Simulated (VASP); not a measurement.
## BeSiSb2: relaxation of cell and atoms with LDA

Crystal: BeSiSb2.

```
Be Sb Si
1.0
     4.14381    0.00000    0.00000
     0.00000    4.14381    0.00000
     0.00000    0.00000    5.80166
Be Sb Si
1 2 1
Direct
  0.00000 0.00000 0.00000
  0.00000 0.50000 0.22377
  0.50000 0.00000 0.77623
  0.50000 0.50000 0.50000
```

- Program: VASP 6.6.1
- Task: relaxation of cell and atoms
- Functional: LDA
- Potentials or basis: VASP PAW LDA potentials, release 64 (Be, Sb, Si)
- Cutoff: 600 eV
- k mesh: 6 × 6 × 4
- Occupations: fermi-dirac, width 0.02 eV
- Spin: no spin polarisation
- Dipole correction: no
- Further INCAR settings: ALGO = Normal; EDIFF = 1e-06; IBRION = 2; EDIFFG = -0.005; NSW = 80; ISIF = 3

The relaxed volume is 23.69 Å³/atom. The relaxed cell is a = 4.074 Å, b = 4.074 Å, c = 5.708 Å, α = 90.00°, β = 90.00°, γ = 90.00°, the space group after relaxing (to 0.05 Å) is P-4m2 (No. 115) and the energy gained by relaxing is 11.7 meV/atom. The ionic steps are 6, the pressure after relaxing is 0.0 GPa and the band gap on the k mesh is zero (band 8 reaches 5.97 eV, above the bottom of band 9 at 5.68 eV).

Step by step:
| step | energy change (eV) | largest force (eV/Å) | pressure (GPa) | volume (Å³) |
| --- | --- | --- | --- | --- |
| 1 | 0.0000 | 0.0071 | -2.95 | 99.62 |
| 2 | -0.0400 | 0.1235 | 1.24 | 93.16 |
| 3 | -0.0463 | 0.0846 | 0.00 | 94.82 |
| 4 | -0.0468 | 0.0331 | 0.00 | 94.78 |
| 5 | -0.0469 | 0.0022 | 0.00 | 94.76 |
| 6 | -0.0469 | 0.0010 | 0.00 | 94.75 |

Final structure:
```
Be Sb Si
1.0
     4.07432    0.00000    0.00000
     0.00000    4.07432    0.00000
     0.00000    0.00000    5.70786
Be Sb Si
1 2 1
Direct
  0.00000 0.00000 0.00000
  0.00000 0.50000 0.22269
  0.50000 0.00000 0.77731
  0.50000 0.50000 0.50000
```

Levels at points of the mesh, in eV from the Fermi level:
```csv
k point,band 5,band 6,band 7,band 8,band 9,band 10,band 11,band 12
"(0.00, 0.00, 0.00)",-3.10,-0.28,0.00,0.00,0.33,0.98,2.32,2.32
"(0.50, 0.00, 0.00)",-4.15,-3.38,-1.97,-1.04,1.51,3.27,3.62,4.23
"(0.50, 0.50, 0.00)",-3.66,-3.02,-3.02,-2.13,-0.29,0.77,0.77,2.29
"(0.00, 0.00, 0.50)",-2.34,-2.34,-1.75,-1.75,0.83,1.08,3.13,3.69
"(0.50, 0.00, 0.50)",-1.86,-1.73,-0.94,-0.88,0.08,2.51,2.75,3.16
"(0.50, 0.50, 0.50)",-4.56,-3.75,-3.75,-3.19,3.30,3.63,3.63,3.71
```

It took 52 s on 1 thread of AMD EPYC 9R45 96-Core Processor (Zen 5), with other jobs on the host, peak memory 0.21 GiB.

Caveat: spin-orbit coupling is left out, which moves the levels of the heavy elements.
